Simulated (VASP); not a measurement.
N, 2 atoms in the cell. The structure is hexagonal, space group P6_3/mmc (No. 194). Conventional cell: a = 3.738 Å, b = 3.738 Å, c = 5.978 Å, α = 90.00°, β = 90.00°, γ = 120.00°. N (site symmetry -6m2) has 12 N at 3.69 to 3.74 Å within 4.8 Å.  This cell differs from its parent crystal: strain +0.030 along x and y, +0.015 along z.

```yaml
Program: VASP 6.6.1
Task: single point
Functional: LDA
Potentials_or_basis: VASP PAW LDA potentials, release 64 (N)
Cutoff: 520 eV
k_mesh: 12 × 12 × 6
Occupations: gaussian, width 0.05 eV
Spin: collinear spin, ferromagnetic start
Starting_moments: "[3.18, 3.18] μB"
Dipole_correction: no
Further_INCAR_settings: ALGO = Normal; EDIFF = 1e-07; NBANDS = 16
```

Potentials or basis: VASP PAW LDA potentials, release 64 (N).

The run is started by

```bash
$ cat potpaw_LDA.64/N/POTCAR > POTCAR
$ mpirun -np 1 vasp_std > vasp.out
```

Hardware: 1 thread of Intel(R) Xeon(R) Platinum 8488C (Sapphire Rapids), on a shared host.

How long does it take, and how much memory?

Wall time 71 s on 1 thread of Intel(R) Xeon(R) Platinum 8488C (Sapphire Rapids), with other jobs on the host, peak memory 0.23 GiB. Counts: scf iterations 15, k points 76.
